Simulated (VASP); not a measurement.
Here is a VASP 6.6.1 calculation.

The input INCAR:

```
SYSTEM = Ti4B
PREC = Accurate
ENCUT = 520
EDIFF = 1E-6
ISMEAR = 0
SIGMA = 0.1
LREAL = .FALSE.
LASPH = .TRUE.
NELM = 100
ALGO = Normal
ISIF = 2
LWAVE = .FALSE.
LCHARG = .FALSE.
LDIPOL = .TRUE.
IDIPOL = 3
DIPOL = 0.5 0.5 0.501
GGA = PS
NBANDS = 34
```

KPOINTS

```
regular mesh
0
G
  12 12 1
  0 0 0
```

The input POSCAR:

```
Ti4B
1.0
    2.8679135959      0.0000000000      0.0000000000
   -1.4339567980      2.4836860299      0.0000000000
    0.0000000000      0.0000000000     26.0249249364
Ti B
4 1
Direct
    0.6666666667      0.3333333333      0.3266099719
    0.3333333333      0.6666666667      0.4165868556
    0.0000000000      0.0000000000      0.5060525318
    0.6666666667      0.3333333333      0.5990030343
    0.3333333333      0.6666666667      0.6571084418
```

Potentials or basis: VASP PAW PBE potentials, release 64 (Ti_sv, B).

Launch:

```console
$ cat potpaw_PBE.64/Ti_sv/POTCAR potpaw_PBE.64/B/POTCAR > POTCAR
$ mpirun -np 1 vasp_std > vasp.out
```

(1) Predict the largest force.

(2) What does it give for the band gap on the k mesh?

Results:

(1) 0.459 eV/Å.

(2) zero (an odd number of electrons rules out a gap without spin polarisation).

Caveat: the PAW data sets were made with another functional, which shifts forces and pressure a little.
